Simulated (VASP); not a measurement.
CdSe (Cadmoselite), 4 atoms in the cell. The structure is hexagonal, space group P6_3mc (No. 186). Conventional cell: a = 4.340 Å, b = 4.340 Å, c = 7.078 Å, α = 90.00°, β = 90.00°, γ = 120.00°. Cd (site symmetry 3m) has 4 Se at 2.66 Å within 3.5 Å. Se (site symmetry 3m) has 4 Cd at 2.66 Å within 3.5 Å. 

| Quantity | Value |
| --- | --- |
| Program | VASP 6.6.1 |
| Task | single point |
| Functional | r2SCAN |
| Potentials or basis | VASP PAW PBE potentials, release 64 (Cd, Se) |
| Cutoff | 520 eV |
| k mesh | 6 × 6 × 4 |
| Occupations | gaussian, width 0.01 eV |
| Spin | no spin polarisation |
| Dipole correction | no |
| Further INCAR settings | ALGO = Normal; EDIFF = 1e-06; NBANDS = 26 |

Potentials or basis: VASP PAW PBE potentials, release 64 (Cd, Se).

Launch:

```console
$ cat potpaw_PBE.64/Cd/POTCAR potpaw_PBE.64/Se/POTCAR > POTCAR
$ cp INCAR.step1 INCAR
$ mpirun -np 1 vasp_std > vasp.out
$ cp INCAR.step2 INCAR
$ mpirun -np 1 vasp_std > vasp.out
```

Hardware: 1 thread of Intel(R) Xeon(R) 6975P-C (Granite Rapids), with other jobs on the host.

Question: How long does it take, and how much memory?

Answer: Wall time 84 s on 1 thread of Intel(R) Xeon(R) 6975P-C (Granite Rapids) (shared host), peak memory 0.26 GiB. Counts: k points 21.
